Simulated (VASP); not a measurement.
# Si2Ag (Cmmm) in VASP: further runs

The runs below take Si2Ag through single point, with PBE.

Everything below comes from runs of VASP 6.6.1. Logs are shortened: lines on timing, memory, paths and dates and some standing lists are left out, and cuts for length are marked.

## Step 1: The cell of the first run

It takes space group Cmmm (No. 65, orthorhombic). Conventional cell: a = 5.500 Å, b = 11.730 Å, c = 3.908 Å, α = 90.00°, β = 90.00°, γ = 90.00°. Si (site symmetry m) has 5 Si at 2.33 to 3.47 Å and 4 Ag at 2.56 to 3.60 Å within 3.7 Å. Ag (site symmetry 2/m) has 4 Si at 2.56 Å and 2 Ag at 2.75 Å within 3.4 Å.

The cell was generated, and may not be a known phase.

## Step 2: Single point, PBE

Input file INCAR:

```
PREC = Accurate ; ENCUT = 520
EDIFF = 1E-6 ; ISMEAR = 0
SIGMA = 0.1 ; LREAL = F
LASPH = T ; NELM = 80
ALGO = Fast ; ISIF = 2
LWAVE = F ; LCHARG = F
GGA = PE ; NBANDS = 28
```

Input file KPOINTS:

```
Automatic mesh
0
Gamma
  4 4 4
```

Input file POSCAR:

```
Si2Ag
1.0
    2.7497993800     -5.8647517000      0.0000000000
    2.7497993800      5.8647517000      0.0000000000
    0.0000000000      0.0000000000      3.9083581900
Si Ag
4 2
Direct
    0.1019200500      0.3216338200      0.5000000000
    0.8980799500      0.6783661800      0.5000000000
    0.3216338200      0.1019200500      0.5000000000
    0.6783661800      0.8980799500      0.5000000000
    0.0000000000      0.5000000000      0.0000000000
    0.5000000000      0.0000000000      0.0000000000
```

Potentials or basis: VASP PAW PBE potentials, release 64 (Si, Ag).

Started as:

```sh
$ cat potpaw_PBE.64/Si/POTCAR potpaw_PBE.64/Ag/POTCAR > POTCAR
$ mpirun -np 1 vasp_std > vasp.out
```

OUTCAR:

```text
PREC = Accurate
   ENCUT = 520
   EDIFF = 1E-6
   ISMEAR = 0
   LREAL = F
   LASPH = T
   NELM = 80
   ISIF = 2
   GGA = PE

 ion  position               nearest neighbor table
   1  0.102  0.322  0.500-   4 2.33   5 2.56   5 2.56   3 2.58
   2  0.898  0.678  0.500-   3 2.33   5 2.56   5 2.56   4 2.58
   3  0.322  0.102  0.500-   2 2.33   6 2.56   6 2.56   1 2.58
   4  0.678  0.898  0.500-   1 2.33   6 2.56   6 2.56   2 2.58
   5  0.000  0.500  0.000-   1 2.56   2 2.56   1 2.56   2 2.56   6 2.75   6 2.75
   6  0.500  0.000  0.000-   3 2.56   4 2.56   3 2.56   4 2.56   5 2.75   5 2.75

  LATTYP: Found a base centered orthorhombic cell.
 ALAT       =     5.4995987600
 B/A-ratio  =     2.1327925749
 C/A-ratio  =     0.7106624248

  Lattice vectors:

 A1 = (   2.7497993800,  -5.8647517000,   0.0000000000)
 A2 = (   2.7497993800,   5.8647517000,   0.0000000000)
 A3 = (   0.0000000000,   0.0000000000,   3.9083581900)

Analysis of symmetry for initial positions (statically):
=====================================================================
 Subroutine PRICEL returns:
 Original cell was already a primitive cell.

 Routine SETGRP: Setting up the symmetry group for a
 base centered orthorhombic supercell.

 Subroutine GETGRP returns: Found  8 space group operations
 (whereof  8 operations were pure point group operations)
 out of a pool of  8 trial point group operations.

The static configuration has the point symmetry D_2h.

Analysis of symmetry for dynamics (positions and initial velocities):
=====================================================================
 Subroutine PRICEL returns:
 Original cell was already a primitive cell.

 Routine SETGRP: Setting up the symmetry group for a
 base centered orthorhombic supercell.

 Subroutine GETGRP returns: Found  8 space group operations
 (whereof  8 operations were pure point group operations)
 out of a pool of  8 trial point group operations.

The dynamic configuration has the point symmetry D_2h.

 Subroutine INISYM returns: Found  8 space group operations
 (whereof  8 operations are pure point group operations),
 and found     1 'primitive' translations

----------------------------------------------------------------------------------------

                                     Primitive cell

  volume of cell :     126.0593

  direct lattice vectors                    reciprocal lattice vectors
     2.749799380 -5.864751700  0.000000000     0.181831447 -0.085255101  0.000000000
     2.749799380  5.864751700  0.000000000     0.181831447  0.085255101  0.000000000
     0.000000000  0.000000000  3.908358190     0.000000000  0.000000000  0.255861912

  length of vectors
     6.477399874  6.477399874  3.908358190     0.200826062  0.200826062  0.255861912

  position of ions in fractional coordinates (direct lattice)
     0.101920050  0.321633820  0.500000000
     0.898079950  0.678366180  0.500000000
     0.321633820  0.101920050  0.500000000
     0.678366180  0.898079950  0.500000000
     0.000000000  0.500000000  0.000000000
     0.500000000  0.000000000  0.000000000

  ion indices of the primitive-cell ions
   primitive index   ion index
                 1           1
                 2           2
                 3           3
                 4           4
                 5           5
                 6           6

----------------------------------------------------------------------------------------

 KPOINTS: Automatic mesh

Automatic generation of k-mesh.
 Grid dimensions read from file:
 generate k-points for:    4    4    4

 Generating k-lattice:

  Cartesian coordinates                     Fractional coordinates (reciprocal lattice)
     0.045457862 -0.021313775  0.000000000     0.250000000  0.000000000  0.000000000
     0.045457862  0.021313775  0.000000000     0.000000000  0.250000000  0.000000000
     0.000000000  0.000000000  0.063965478     0.000000000  0.000000000  0.250000000

  Length of vectors
     0.050206516  0.050206516  0.063965478

  Shift w.r.t. Gamma in fractional coordinates (k-lattice)
     0.000000000  0.000000000  0.000000000

 Subroutine IBZKPT returns following result:
 ===========================================

 Found     21 irreducible k-points:

 Following reciprocal coordinates:
            Coordinates               Weight
  0.000000  0.000000  0.000000      1.000000
  0.250000  0.000000  0.000000      4.000000
  0.500000  0.000000  0.000000      2.000000
  0.250000  0.250000  0.000000      2.000000
  0.500000  0.250000  0.000000      4.000000
 -0.250000  0.250000  0.000000      2.000000
[... 13 lines left out ...]
 -0.250000  0.250000  0.500000      2.000000
  0.500000  0.500000  0.500000      1.000000
   k-points           NKPTS =     21   k-points in BZ     NKDIM =     21   number of bands    NBANDS=     28
   number of dos      NEDOS =    301   number of ions     NIONS =      6
   total plane-waves  NPLWV =  69120
   dimension x,y,z NGX =    48 NGY =   48 NGZ =   30
   dimension x,y,z NGXF=    96 NGYF=   96 NGZF=   60
   ions per type =               4   2
   NGX,Y,Z   is equivalent  to a cutoff of  12.32, 12.32, 12.76 a.u.
   NGXF,Y,Z  is equivalent  to a cutoff of  24.64, 24.64, 25.52 a.u.
 SYSTEM =  unknown system
   PREC   = accura    normal or accurate (medium, high low for compatibility)
   ISTART =      0    job   : 0-new  1-cont  2-samecut
   ICHARG =      2    charge: 1-file 2-atom 10-const
   ISPIN  =      1    spin polarized calculation?
   LNONCOLLINEAR =      F non collinear calculations
   LSORBIT =      F    spin-orbit coupling
   LASPH  =      T    aspherical Exc in radial PAW
   ENCUT  =  520.0 eV  38.22 Ry    6.18 a.u.  12.04 12.04  7.27*2*pi/ulx,y,z
   NELM   =     80;   NELMIN=  2; NELMDL= -5     # of ELM steps
   EDIFF  = 0.1E-05   stopping-criterion for ELM
   LREAL  =      F    real-space projection
   EDIFFG = 0.1E-04   stopping-criterion for IOM
   NSW    =      0    number of steps for IOM
   IBRION =     -1    ionic relax: 0-MD 1-quasi-New 2-CG
   NFREE  =      0    steps in history (QN), initial steepest desc. (CG)
   ISIF   =      2    stress and relaxation
   ISYM   =      2    0-nonsym 1-usesym 2-fastsym
   POTIM  = 0.5000    time-step for ionic-motion
   TEBEG  =    0.0;   TEEND  =   0.0 temperature during run
   PSTRESS=    0.0 pullay stress
   NELECT =      38.0000    total number of electrons
   NUPDOWN=      -1.0000    fix difference up-down
   EMIN   =  10.00;   EMAX   =-10.00  energy-range for DOS
   EFERMI =   0.00;   METHOD = LEGACY
   ISMEAR =     0;   SIGMA  =   0.10  broadening in eV -4-tet -1-fermi 0-gaus
   EFERMI_NEDOS =   21; number of points for ismear=-14 and -15
   IALGO  =     68    algorithm
   IMIX   =      4    mixing-type and parameters
     AMIX     =   0.40;   BMIX     =  1.00
     AMIX_MAG =   1.60;   BMIX_MAG =  1.00
  volume/ion in A,a.u.               =      21.01       141.78
  Fermi-wavevector in a.u.,A,eV,Ry     =   1.097685  2.074324 16.393826  1.204912
  Thomas-Fermi vector in A             =   2.234049
   LORBIT       =      0    0 simple, 1 ext, 2 COOP (PROOUT), +10 PAW based schemes
   GGA     = PE    functional components
   LHFCALC =     F    Hartree Fock is set to
   AEXX    =    0.0000 exact exchange contribution
   IVDW    =     0    specifies the selected vdW correction
   LEPSILON=     F    determine dielectric tensor
   LRPA    =     F    only Hartree local field effects (RPA)
 non-spin polarized calculation
 RMM-DIIS sequential band-by-band and
 Gauss-broadening in eV      SIGMA  =   0.10
  energy-cutoff  :      520.00
  volume of cell :      126.06
 maximum number of plane-waves:      3426
   NGX = 25   NGY = 25   NGZ = 15

 number of electron      38.0000002 magnetization

 Free energy of the ion-electron system (eV)
  ---------------------------------------------------
  ext. energy  EPLUGINS =         0.00000000
  ---------------------------------------------------
  free energy    TOTEN  =       -23.66070186 eV

  energy without entropy =      -23.64180371  energy(sigma->0) =      -23.65125279

 E-fermi :   5.5722     XC(G=0):  -9.8581

 val. band max:        5.5514175857   @ k =  -0.2500   0.2500   0.5000
 cond. band min:       5.5915364352   @ k =   0.2500   0.2500   0.5000
 fundamental gap:      0.0401188495
 Fermi energy:         5.5722001239

 k-point     1 :       0.0000    0.0000    0.0000
  band No.  band energies     occupation
      1      -5.2008      2.00000
      2      -2.1080      2.00000
      3      -1.1795      2.00000
      4      -0.7130      2.00000
      5      -0.5102      2.00000
      6      -0.2686      2.00000
[... 20 lines left out ...]
     27      11.0093      0.00000
     28      11.3579      0.00000

 k-point     2 :       0.2500    0.0000    0.0000
  band No.  band energies     occupation
      1      -4.9135      2.00000
      2      -2.5984      2.00000
      3      -1.5627      2.00000
      4      -1.1445      2.00000
      5      -0.2390      2.00000
      6      -0.2050      2.00000
[... 20 lines left out ...]
     27      10.7957      0.00000
     28      11.9262      0.00000

 k-point     3 :       0.5000    0.0000    0.0000
  band No.  band energies     occupation
      1      -4.4106      2.00000
      2      -3.3345      2.00000
      3      -1.8763      2.00000
      4      -1.4080      2.00000
      5      -0.0623      2.00000
      6      -0.0515      2.00000
[... 20 lines left out ...]
     27      10.4279      0.00000
     28      10.5621      0.00000

 k-point     4 :       0.2500    0.2500    0.0000
  band No.  band energies     occupation
      1      -4.4308      2.00000
      2      -3.1499      2.00000
      3      -2.4348      2.00000
      4      -0.7024      2.00000
      5      -0.1325      2.00000
      6      -0.0716      2.00000
[... 20 lines left out ...]
     27      10.7845      0.00000
     28      11.0111      0.00000

 k-point     5 :       0.5000    0.2500    0.0000
  band No.  band energies     occupation
      1      -4.4725      2.00000
      2      -3.5199      2.00000
      3      -2.2151      2.00000
      4      -0.4160      2.00000
      5      -0.2325      2.00000
      6      -0.1212      2.00000
[... 20 lines left out ...]
     27      10.7541      0.00000
     28      11.5133      0.00000

 k-point     6 :      -0.2500    0.2500    0.0000
  band No.  band energies     occupation
      1      -4.9531      2.00000
      2      -3.0594      2.00000
      3      -1.5401      2.00000
      4      -0.5479      2.00000
      5      -0.2896      2.00000
      6      -0.1930      2.00000
[... 370 lines left out ...]
      5       0.2451      2.00000
      6       0.3577      2.00000
[... 20 lines left out ...]
     27      12.0209      0.00000
     28      12.1733      0.00000

 k-point    19 :       0.5000    0.2500    0.5000
  band No.  band energies     occupation
      1      -3.9918      2.00000
      2      -2.5994      2.00000
      3      -1.4066      2.00000
      4      -0.8032      2.00000
      5      -0.1745      2.00000
      6       0.0895      2.00000
[... 20 lines left out ...]
     27      11.1132      0.00000
     28      11.7901      0.00000

 k-point    20 :      -0.2500    0.2500    0.5000
  band No.  band energies     occupation
      1      -4.2073      2.00000
      2      -2.6952      2.00000
      3      -0.9372      2.00000
      4      -0.4898      2.00000
      5      -0.4621      2.00000
      6      -0.1164      2.00000
[... 20 lines left out ...]
     27      11.3808      0.00000
     28      12.2975      0.00000

 k-point    21 :       0.5000    0.5000    0.5000
  band No.  band energies     occupation
      1      -4.1230      2.00000
      2      -2.7869      2.00000
      3      -0.6452      2.00000
      4      -0.5103      2.00000
      5      -0.4889      2.00000
      6      -0.2001      2.00000
[... 20 lines left out ...]
     27      10.8341      0.00000
     28      11.5246      0.00000

------------------------ aborting loop because EDIFF is reached ----------------------------------------

  FORCE on cell =-STRESS in cart. coord.  units (eV):
  Direction    XX          YY          ZZ          XY          YZ          ZX
  --------------------------------------------------------------------------------------
  -------------------------------------------------------------------------------------
  Total        2.5691299     -6.3396657      1.5334024     -0.0000000      0.0000000      0.0000000
  in kB       32.6528923    -80.5753025     19.4890975     -0.0000000      0.0000000      0.0000000
  external PRESSURE =      -9.4777709 kB  Pullay stress =       0.0000000 kB

 VOLUME and BASIS-vectors are now :
 -----------------------------------------------------------------------------
  energy-cutoff  :      520.00
  volume of cell :      126.06
      direct lattice vectors                 reciprocal lattice vectors
     2.749799380 -5.864751700  0.000000000     0.181831447 -0.085255101  0.000000000
     2.749799380  5.864751700  0.000000000     0.181831447  0.085255101  0.000000000
     0.000000000  0.000000000  3.908358190     0.000000000  0.000000000  0.255861912

 POSITION                                       TOTAL-FORCE (eV/Angst)
 -----------------------------------------------------------------------------------
      1.16469      1.28857      1.95418         0.615654     -0.580138      0.000000
      4.33491     -1.28857      1.95418        -0.615654      0.580138     -0.000000
      1.16469     -1.28857      1.95418         0.615654      0.580138     -0.000000
      4.33491      1.28857      1.95418        -0.615654     -0.580138      0.000000
      1.37490      2.93238      0.00000        -0.000000     -0.000000      0.000000
      1.37490     -2.93238      0.00000        -0.000000     -0.000000      0.000000
 -----------------------------------------------------------------------------------
    total drift:                               -0.000000     -0.000000      0.000000

  FREE ENERGIE OF THE ION-ELECTRON SYSTEM (eV)
  ---------------------------------------------------
  free  energy   TOTEN  =       -23.6607018627 eV

  energy  without entropy=      -23.6418037078  energy(sigma->0) =      -23.65125279
```

It took 1.8 min on 1 thread of Oxide Virtual Turin-like, shared host; peak memory 0.24 GiB.

Results:

* Free energy: -23.6607 eV
* Pressure: -0.9 GPa
* Largest force: 0.846 eV/Å
* Band gap on the k mesh: zero (bands 19 and 20 overlap by 2.42 eV)

Forces in eV/Å, atoms in the order of the input:
```
Si   0.616 -0.580  0.000
Si  -0.616  0.580  0.000
Si   0.616  0.580  0.000
Si  -0.616 -0.580  0.000
Ag   0.000  0.000  0.000
Ag   0.000  0.000  0.000
```

Stress tensor (GPa, compression positive):
```
 3.27  0.00  0.00
 0.00 -8.06  0.00
 0.00  0.00  1.95
```

Levels at points of the mesh, in eV from the Fermi level:
| k point | band 16 | band 17 | band 18 | band 19 | band 20 | band 21 | band 22 | band 23 |
| --- | --- | --- | --- | --- | --- | --- | --- | --- |
| (0.00, 0.00, 0.00) | -2.65 | -1.95 | -1.03 | 1.46 | 3.03 | 3.07 | 3.18 | 3.39 |
| (0.50, 0.00, 0.00) | -1.85 | -0.16 | 0.16 | 0.83 | 1.19 | 2.53 | 3.02 | 3.33 |
| (0.50, 0.50, 0.00) | -1.80 | -1.68 | -0.17 | -0.10 | 0.76 | 0.95 | 2.06 | 2.12 |
| (0.00, 0.00, 0.50) | -3.68 | -2.80 | -2.08 | -0.71 | -0.16 | 0.93 | 1.28 | 1.74 |
| (0.50, 0.00, 0.50) | -3.49 | -1.35 | -1.27 | -1.05 | -0.96 | 0.49 | 2.31 | 3.22 |
| (0.50, 0.50, 0.50) | -2.49 | -1.55 | -0.98 | -0.34 | 0.09 | 0.43 | 0.99 | 1.26 |

Caveat: the k points lie up to 0.40 Å⁻¹ apart, too coarse for converged energies and pressures of a metal.

(Part 1 of 2 ends here.)

The gap in the log of VASP goes by the Fermi energy; the results here count the filled bands.